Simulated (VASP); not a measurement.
A run of VASP 6.6.1 is set up as follows.

File INCAR:

```
SYSTEM = TaRu
PREC = Accurate
ENCUT = 520
EDIFF = 1E-6
ISMEAR = 0
SIGMA = 0.15
LREAL = .FALSE.
LASPH = .TRUE.
NELM = 100
ALGO = Fast
ISIF = 2
LWAVE = .FALSE.
LCHARG = .FALSE.
GGA = PS
NBANDS = 20
```

KPOINTS

```
regular mesh
0
G
  18 18 12
  0 0 0
```

POSCAR

```
TaRu
1.0
    1.5714159000     -2.2245323500      0.0000000000
    1.5714159000      2.2245323500      0.0000000000
    0.0000000000      0.0000000000      3.9543018500
Ta Ru
1 1
Direct
    0.5000000000      0.5000000000      0.5000000000
    0.0000000000      0.0000000000      0.0000000000
```

Potentials or basis: VASP PAW PBE potentials, release 64 (Ta_pv, Ru_pv).

Run with:

```console
$ cat potpaw_PBE.64/Ta_pv/POTCAR potpaw_PBE.64/Ru_pv/POTCAR > POTCAR
$ mpirun -np 1 vasp_std > vasp.out
```

(1) Predict the pressure.

Results:

(1) 40.8 GPa.

Caveat: the cell differs from its parent crystal (strain -0.050 along x and y, -0.050 along z); the PAW data sets were made with another functional, which shifts forces and pressure a little.
